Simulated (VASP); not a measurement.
# As (R-3m) in VASP: further runs, part 2 of 2

VASP 6.6.1. The steps go on from the part before.

## 5. Relaxation of cell and atoms, PBEsol+D3(BJ)

This run uses another cell than the first one, of 20.89 Å³/atom.

The input, INCAR:

```
  PREC = Accurate
  ENCUT = 600
  EDIFF = 1E-6
  ISMEAR = 0
  SIGMA = 0.1
  LREAL = False
  LASPH = True
  NELM = 80
  ALGO = Normal
  ISIF = 3
  LWAVE = False
  LCHARG = False
  GGA = PS
  IVDW = 12
  IBRION = 2
  NSW = 70
  EDIFFG = -0.005
```

The input, KPOINTS:

```
regular mesh
0
Gamma
  15 15 15
```

The input, POSCAR:

```
As
1.0
    1.8914380026      1.0920222400      3.3713915093
   -1.8914380026      1.0920222400      3.3713915093
    0.0000000000     -2.1840444800      3.3713915093
As
2
Direct
    0.7697136435      0.7697136435      0.7697136435
    0.2302863565      0.2302863565      0.2302863565
```

Potentials or basis: VASP PAW PBE potentials, release 64 (As).

Run with:

```console
> cat potpaw_PBE.64/As/POTCAR > POTCAR
> mpirun -np 1 vasp_std > vasp.out
```

OUTCAR:

```text
PREC = Accurate
   ENCUT = 600
   EDIFF = 1E-6
   ISMEAR = 0
   LREAL = False
   LASPH = True
   NELM = 80
   ISIF = 3
   GGA = PS
   IVDW = 12
   IBRION = 2
   NSW = 70
   EDIFFG = -0.005
 IVDW          = 12

 ion  position               nearest neighbor table
   1  0.770  0.770  0.770-   2 2.53   2 2.53   2 2.53
   2  0.230  0.230  0.230-   1 2.53   1 2.53   1 2.53

  LATTYP: Found a trigonal (rhomboedric) cell.
 ALAT       =     4.0170052277
 COS(alpha) =     0.5565859776

  Lattice vectors:

 A1 = (   1.8914380026,   1.0920222400,   3.3713915093)
 A2 = (  -1.8914380026,   1.0920222400,   3.3713915093)
 A3 = (   0.0000000000,  -2.1840444800,   3.3713915093)

Analysis of symmetry for initial positions (statically):
=====================================================================
 Subroutine PRICEL returns:
 Original cell was already a primitive cell.

 Routine SETGRP: Setting up the symmetry group for a
 trigonal (rhombohedral) supercell.

 Subroutine GETGRP returns: Found 12 space group operations
 (whereof 12 operations were pure point group operations)
 out of a pool of 12 trial point group operations.

The static configuration has the point symmetry D_3d.

Analysis of symmetry for dynamics (positions and initial velocities):
=====================================================================
 Subroutine PRICEL returns:
 Original cell was already a primitive cell.

 Routine SETGRP: Setting up the symmetry group for a
 trigonal (rhombohedral) supercell.

 Subroutine GETGRP returns: Found 12 space group operations
 (whereof 12 operations were pure point group operations)
 out of a pool of 12 trial point group operations.

The dynamic configuration has the point symmetry D_3d.

 Subroutine INISYM returns: Found 12 space group operations
 (whereof 12 operations are pure point group operations),
 and found     1 'primitive' translations

----------------------------------------------------------------------------------------

                                     Primitive cell

  volume of cell :      41.7815

  direct lattice vectors                    reciprocal lattice vectors
     1.891438003  1.092022240  3.371391509     0.264349135  0.152622044  0.098871143
    -1.891438003  1.092022240  3.371391509    -0.264349135  0.152622044  0.098871143
     0.000000000 -2.184044480  3.371391509     0.000000000 -0.305244089  0.098871143

  length of vectors
     4.017005228  4.017005228  4.017005228     0.320857377  0.320857377  0.320857377

  position of ions in fractional coordinates (direct lattice)
     0.769713643  0.769713643  0.769713643
     0.230286357  0.230286357  0.230286357

  ion indices of the primitive-cell ions
   primitive index   ion index
                 1           1
                 2           2

----------------------------------------------------------------------------------------

 KPOINTS: regular mesh

Automatic generation of k-mesh.
 Grid dimensions read from file:
 generate k-points for:   15   15   15

 Generating k-lattice:

  Cartesian coordinates                     Fractional coordinates (reciprocal lattice)
     0.017623276  0.010174803  0.006591410     0.066666667  0.000000000  0.000000000
    -0.017623276  0.010174803  0.006591410     0.000000000  0.066666667  0.000000000
     0.000000000 -0.020349606  0.006591410     0.000000000  0.000000000  0.066666667

  Length of vectors
     0.021390492  0.021390492  0.021390492

  Shift w.r.t. Gamma in fractional coordinates (k-lattice)
     0.000000000  0.000000000  0.000000000

 Subroutine IBZKPT returns following result:
 ===========================================

 Found    344 irreducible k-points:

 Following reciprocal coordinates:
            Coordinates               Weight
  0.000000  0.000000  0.000000      1.000000
  0.066667 -0.000000  0.000000      6.000000
  0.133333  0.000000 -0.000000      6.000000
  0.200000  0.000000 -0.000000      6.000000
  0.266667  0.000000 -0.000000      6.000000
  0.333333  0.000000 -0.000000      6.000000
[... 16 lines left out ...]
  0.133333  0.133333  0.000000      6.000000
  0.200000  0.133333  0.000000     12.000000
 [... further k-points ...]
   k-points           NKPTS =    344   k-points in BZ     NKDIM =    344   number of bands    NBANDS=      9
   number of dos      NEDOS =    301   number of ions     NIONS =      2
   total plane-waves  NPLWV =  32768
   dimension x,y,z NGX =    32 NGY =   32 NGZ =   32
   dimension x,y,z NGXF=    64 NGYF=   64 NGZF=   64
   ions per type =               2
   NGX,Y,Z   is equivalent  to a cutoff of  13.24, 13.24, 13.24 a.u.
   NGXF,Y,Z  is equivalent  to a cutoff of  26.49, 26.49, 26.49 a.u.
 SYSTEM =  unknown system
   PREC   = accura    normal or accurate (medium, high low for compatibility)
   ISTART =      0    job   : 0-new  1-cont  2-samecut
   ICHARG =      2    charge: 1-file 2-atom 10-const
   ISPIN  =      1    spin polarized calculation?
   LNONCOLLINEAR =      F non collinear calculations
   LSORBIT =      F    spin-orbit coupling
   LASPH  =      T    aspherical Exc in radial PAW
   ENCUT  =  600.0 eV  44.10 Ry    6.64 a.u.   8.02  8.02  8.02*2*pi/ulx,y,z
   NELM   =     80;   NELMIN=  2; NELMDL= -5     # of ELM steps
   EDIFF  = 0.1E-05   stopping-criterion for ELM
   LREAL  =      F    real-space projection
   EDIFFG = -.5E-02   stopping-criterion for IOM
   NSW    =     70    number of steps for IOM
   IBRION =      2    ionic relax: 0-MD 1-quasi-New 2-CG
   NFREE  =      1    steps in history (QN), initial steepest desc. (CG)
   ISIF   =      3    stress and relaxation
   ISYM   =      2    0-nonsym 1-usesym 2-fastsym
   POTIM  = 0.5000    time-step for ionic-motion
   TEBEG  =    0.0;   TEEND  =   0.0 temperature during run
   PSTRESS=    0.0 pullay stress
   NELECT =      10.0000    total number of electrons
   NUPDOWN=      -1.0000    fix difference up-down
   EMIN   =  10.00;   EMAX   =-10.00  energy-range for DOS
   EFERMI =   0.00;   METHOD = LEGACY
   ISMEAR =     0;   SIGMA  =   0.10  broadening in eV -4-tet -1-fermi 0-gaus
   EFERMI_NEDOS =   21; number of points for ismear=-14 and -15
   IALGO  =     38    algorithm
   IMIX   =      4    mixing-type and parameters
     AMIX     =   0.40;   BMIX     =  1.00
     AMIX_MAG =   1.60;   BMIX_MAG =  1.00
  volume/ion in A,a.u.               =      20.89       140.98
  Fermi-wavevector in a.u.,A,eV,Ry     =   1.016436  1.920786 14.056760  1.033143
  Thomas-Fermi vector in A             =   2.149780
   LORBIT       =      0    0 simple, 1 ext, 2 COOP (PROOUT), +10 PAW based schemes
   GGA     = PS    functional components
   LHFCALC =     F    Hartree Fock is set to
   AEXX    =    0.0000 exact exchange contribution
   IVDW    =    12    specifies the selected vdW correction
   LEPSILON=     F    determine dielectric tensor
   LRPA    =     F    only Hartree local field effects (RPA)
 conjugate gradient relaxation of ions
 non-spin polarized calculation
 Gauss-broadening in eV      SIGMA  =   0.10
  energy-cutoff  :      600.00
  volume of cell :       41.78
 maximum number of plane-waves:      1414
   NGX = 15   NGY = 15   NGZ = 15

--------------------------------------- Ionic step        1  -------------------------------------------

 number of electron      10.0000000 magnetization

 number of electron       9.9999999 magnetization

 Free energy of the ion-electron system (eV)
  ---------------------------------------------------
  ext. energy  EPLUGINS =         0.00000000
  ---------------------------------------------------
  free energy    TOTEN  =       -10.21506546 eV

  energy without entropy =      -10.21446483  energy(sigma->0) =      -10.21476514

------------------------ aborting loop because EDIFF is reached ----------------------------------------

 Edisp (eV)   -0.75656

 E8    (eV) :    -0.4857
[... 105 lines left out ...]
  FREE ENERGIE OF THE ION-ELECTRON SYSTEM (eV)
  ---------------------------------------------------
  free  energy   TOTEN  =       -10.9842280894 eV

  energy  without entropy=      -10.9836487499  energy(sigma->0) =      -10.98393842

[... ionic steps 4 to 10 ...]

--------------------------------------- Ionic step       11  -------------------------------------------

 number of electron      10.0000000 magnetization

------------------------ aborting loop because EDIFF is reached ----------------------------------------
[... 75 lines left out ...]
--------------------------------------- Ionic step       13  -------------------------------------------

 number of electron      10.0000000 magnetization

 Free energy of the ion-electron system (eV)
  ---------------------------------------------------
  ext. energy  EPLUGINS =         0.00000000
  ---------------------------------------------------
  free energy    TOTEN  =       -10.19435712 eV

  energy without entropy =      -10.19379087  energy(sigma->0) =      -10.19407400

 E-fermi :   6.1962     XC(G=0): -10.5072

 val. band max:        6.1178659048   @ k =   0.4000   0.2667   0.2667
 cond. band min:       6.2247157422   @ k =   0.4000   0.0667   0.0667
 fundamental gap:      0.1068498374
 Fermi energy:         6.1962215520

 k-point     1 :       0.0000    0.0000    0.0000
  band No.  band energies     occupation
      1      -9.3343      2.00000
      2       0.9773      2.00000
      3       3.7976      2.00000
      4       4.0199      2.00000
      5       4.0199      2.00000
      6       8.6629      0.00000
      7       9.5515      0.00000
      8       9.5515      0.00000
      9      12.3888      0.00000
[... 265 lines left out ...]
 k-point    24 :       0.2000    0.1333    0.0000
  band No.  band energies     occupation
      1      -8.7946      2.00000
      2      -0.8083      2.00000
      3       2.9130      2.00000
      4       3.2723      2.00000
      5       5.5581      2.00000
      6       7.1485      0.00000
      7       9.0148      0.00000
      8      10.0092      0.00000
      9      11.3200      0.00000

 [... further k-points ...]

------------------------ aborting loop because EDIFF is reached ----------------------------------------

 Edisp (eV)   -0.79820

 E8    (eV) :    -0.5124
[... 25 lines left out ...]
  FREE ENERGIE OF THE ION-ELECTRON SYSTEM (eV)
  ---------------------------------------------------
  free  energy   TOTEN  =       -10.9925593820 eV

  energy  without entropy=      -10.9919931287  energy(sigma->0) =      -10.99227626

 reached required accuracy - stopping structural energy minimisation
```

OSZICAR:

```text
N       E                     dE             d eps       ncg     rms          rms(c)
DAV:   1     0.327923070020E+02    0.32792E+02   -0.47508E+03  6192   0.104E+03
DAV:   2    -0.886625900073E+01   -0.41659E+02   -0.40401E+02  9347   0.129E+02
DAV:   3    -0.102356847736E+02   -0.13694E+01   -0.13656E+01  7434   0.281E+01
[... 78 lines left out ...]
       N       E                     dE             d eps       ncg     rms          rms(c)
DAV:   1    -0.101943629368E+02   -0.53374E-03   -0.81725E-04  6310   0.176E-01    0.120E-02
DAV:   2    -0.101943600462E+02    0.28906E-05   -0.25716E-05  6901   0.386E-02    0.834E-03
DAV:   3    -0.101943571632E+02    0.28831E-05   -0.53462E-06  6554   0.135E-02    0.123E-03
DAV:   4    -0.101943571230E+02    0.40220E-07   -0.91433E-08  3108   0.225E-03
  13 F= -.10992559E+02 E0= -.10992276E+02  d E =-.733300E-05
```

CONTCAR:

```text
As
   1.00000000000000
     1.8757500349390146    1.0829647876467867    3.2511429254545483
    -1.8757500349390146    1.0829647876467867    3.2511429254545483
     0.0000000000000000   -2.1659295752935734    3.2511429254545483
  As
     2
Direct
     0.7669335532688082    0.7669335532688082    0.7669335532688082
     0.2330664467311919    0.2330664467311919    0.2330664467311919

  0.00000000E+00  0.00000000E+00  0.00000000E+00
  0.00000000E+00  0.00000000E+00  0.00000000E+00
```

It took 12 min on 1 thread of Intel Xeon 8259CL, shared host; peak memory 0.32 GiB.

What came out:

* Free energy: -10.9926 eV
* Relaxed volume: 19.81 Å³/atom
* Relaxed cell: a = 3.907 Å, b = 3.907 Å, c = 3.907 Å, α = 57.39°, β = 57.39°, γ = 57.39°
* Space group after relaxing (to 0.1 Å): R-3m (No. 166)
* Energy gained by relaxing: 10.5 meV/atom
* Ionic steps: 13
* Pressure after relaxing: 0.0 GPa
* Band gap on the k mesh: zero (bands 5 and 6 overlap by 0.24 eV)
* Dispersion energy per atom: -0.399 eV

The path:
| step | energy change (eV) | largest force (eV/Å) | pressure (GPa) | volume (Å³) |
| --- | --- | --- | --- | --- |
| 1 | 0.0000 | 0.0251 | -2.73 | 41.78 |
| 2 | -0.0094 | 0.3384 | 1.61 | 39.67 |
| 3 | -0.0126 | 0.2307 | 0.06 | 40.35 |
| 4 | -0.0172 | 0.1214 | 0.08 | 40.07 |
| 5 | -0.0198 | 0.0272 | 0.16 | 39.65 |
| 6 | -0.0208 | 0.0207 | -0.16 | 39.73 |
| 7 | -0.0208 | 0.0180 | -0.25 | 39.76 |
| 8 | -0.0208 | 0.0345 | 0.21 | 39.56 |
| 9 | -0.0209 | 0.0082 | -0.01 | 39.66 |
| 10 | -0.0209 | 0.0078 | -0.01 | 39.66 |
| 11 | -0.0209 | 0.0043 | -0.04 | 39.64 |
| 12 | -0.0209 | 0.0081 | 0.04 | 39.60 |
| 13 | -0.0209 | 0.0012 | 0.01 | 39.63 |

Final structure:
```cif
data_structure
_symmetry_space_group_name_H-M 'P 1'
_symmetry_Int_Tables_number 1
_cell_length_a 3.9066
_cell_length_b 3.9066
_cell_length_c 3.9066
_cell_angle_alpha 57.391
_cell_angle_beta 57.391
_cell_angle_gamma 57.391
_cell_volume 39.63
loop_
_atom_site_label
_atom_site_type_symbol
_atom_site_fract_x
_atom_site_fract_y
_atom_site_fract_z
_atom_site_occupancy
As1 As 0.76693 0.76693 0.76693 1
As2 As 0.23307 0.23307 0.23307 1
```

Levels at points of the mesh, in eV from the Fermi level:
```
           k point  band 1  band 2  band 3  band 4  band 5  band 6  band 7  band 8  band 9
(0.00, 0.00, 0.00)  -15.53   -5.22   -2.40   -2.18   -2.18    2.47    3.36    3.36    6.19
```

Caveat: the PAW data sets were made with another functional, which shifts forces and pressure a little.

## 6. The runs side by side

```tsv
task	level	cell	cutoff (eV)	gap on the mesh (eV)	pressure (GPa)	relaxed volume (Å³/atom)	largest force (eV/Å)
single point	PBEsol+D3(BJ)	a = 3.905 Å, angles 57.3°, 2 atoms, atomic positions A	520	none	0.5	-	0.06
single point	PBEsol	a = 4.013 Å, angles 56.2°, 2 atoms, atomic positions B	520	none	0.4	-	0.06
relaxation of cell and atoms	PBEsol	relaxed from a = 4.017 Å, angles 56.2°, 2 atoms, atomic positions B	600	none	0.0	20.90	-
relaxation of cell and atoms	PBEsol+D3(BJ)	relaxed from a = 4.017 Å, angles 56.2°, 2 atoms, atomic positions B	600	none	0.0	19.81	-
```

Alike in all rows: potentials or basis VASP PAW PBE potentials, release 64 (As); no spin polarisation; k mesh 15 × 15 × 15; smearing gaussian 0.1 eV.

Caveats: the PAW data sets were made with another functional, which shifts forces and pressure a little.

Absolute energies hang on the potentials; compare differences alone.
